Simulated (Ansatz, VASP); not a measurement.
## Two plane-wave programs on SnO2

Contents of INCAR:

```
PREC = Accurate
ENCUT = 520
EDIFF = 1E-6
ISMEAR = 0
SIGMA = 0.05
LREAL = F
LASPH = T
NELM = 100
ALGO = Normal
ISIF = 2
LWAVE = F
LCHARG = F
GGA = CA
NBANDS = 20
```

KPOINTS

```
regular mesh
0
Gamma
  12 12 12
```

File POSCAR:

```
SnO2
1.0
    1.6039156916      0.9630620026      4.0813809037
   -1.6039156916      0.9630620026      4.0813809037
    0.0000000000     -1.9261240051      4.0813809037
Sn O
1 2
Direct
    0.5000000000      0.5000000000      0.5000000000
    0.2451905456      0.2451905456      0.2451905456
    0.7548094544      0.7548094544      0.7548094544
```

Input for Ansatz:

```yaml
crystal:
  lattice:
    - [1.6039156916, 0.9630620026, 4.0813809037]
    - [-1.6039156916, 0.9630620026, 4.0813809037]
    - [0.0, -1.9261240051, 4.0813809037]
  atoms:
    - { symbol: Sn, position: [0.5, 0.5, 0.5] }
    - { symbol: O, position: [0.2451905456, 0.2451905456, 0.2451905456] }
    - { symbol: O, position: [0.7548094544, 0.7548094544, 0.7548094544] }
basis:
  ecutwfc: 420
kpoints:
  mp_grid: { grid: [12, 12, 12] }
hamiltonian:
  xc: lda
scf:
  occupations: { method: gaussian, width: 0.05 }
output:
  forces: true
  stress: true
  eigenvalues: true
```

Change from the starting cell: strain +0.0400 x Voigt [0, 1, 0, 0, 0, 0], atoms carried along.

Alike in both runs: task single point; functional LDA; k mesh 12 × 12 × 12; occupations gaussian, width 0.05 eV; no spin polarisation.

```csv
,VASP,Ansatz
version,VASP 6.6.1,Ansatz 0.2.0
potentials or method,"VASP PAW LDA potentials, release 64 (Sn_d, O), cutoff 520 eV","scalar-relativistic, plane waves, PAW"
valence electrons in the cell,26,26
```

```csv
,VASP,Ansatz,Ansatz less VASP
gap on the k mesh at the Fermi level (eV),1.09,1.09,-0.003
least direct gap on the mesh (eV),1.10,1.09,-0.006
pressure (GPa),-7.1,-7.9,-0.78
"traceless stress, the component that is largest in VASP (GPa)",-5.66,-5.89,-0.228
rms of the force components (eV/Å),0.138,0.163,+0.0251
```

LDA's correlation is that of Perdew and Zunger in VASP and of Perdew and Wang (1992) in Ansatz. Atom by atom the forces differ by 0.026 eV/Å (rms over components).
